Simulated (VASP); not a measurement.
A run of VASP 6.6.1:

The input INCAR:

```
PREC = Accurate ; ENCUT = 520
EDIFF = 1E-6 ; ISMEAR = -1
SIGMA = 0.05 ; LREAL = False
LASPH = True ; NELM = 80
ALGO = Normal ; ISIF = 2
LWAVE = False ; LCHARG = False
GGA = PE ; NBANDS = 20
```

Contents of KPOINTS:

```
regular mesh
0
Gamma
  7 7 9
```

Contents of POSCAR:

```
O
1.0
    3.8922577202      0.0000000000      0.0000000000
    0.0000000000      3.7894570000      0.0000000000
   -0.9966562331      0.0000000000      2.9534146937
O
4
Direct
    0.3329660000      0.3058770000      0.1812950000
    0.6670340000      0.3058770000      0.3187050000
    0.6670340000      0.6941230000      0.8187050000
    0.3329660000      0.6941230000      0.6812950000
```

Potentials or basis: VASP PAW PBE potentials, release 64 (O).

Launch:

```sh
$ cat potpaw_PBE.64/O/POTCAR > POTCAR
$ mpirun -np 1 vasp_std > vasp.out
```

Hardware: 1 thread of AMD EPYC 9R45 96-Core Processor (Zen 5), on a shared host.

Question: How long does it take, and how much memory?

Answer: Wall time 51 s on 1 thread of AMD EPYC 9R45 96-Core Processor (Zen 5), on a shared host, peak memory 0.17 GiB. Counts: scf iterations 13, k points 128.
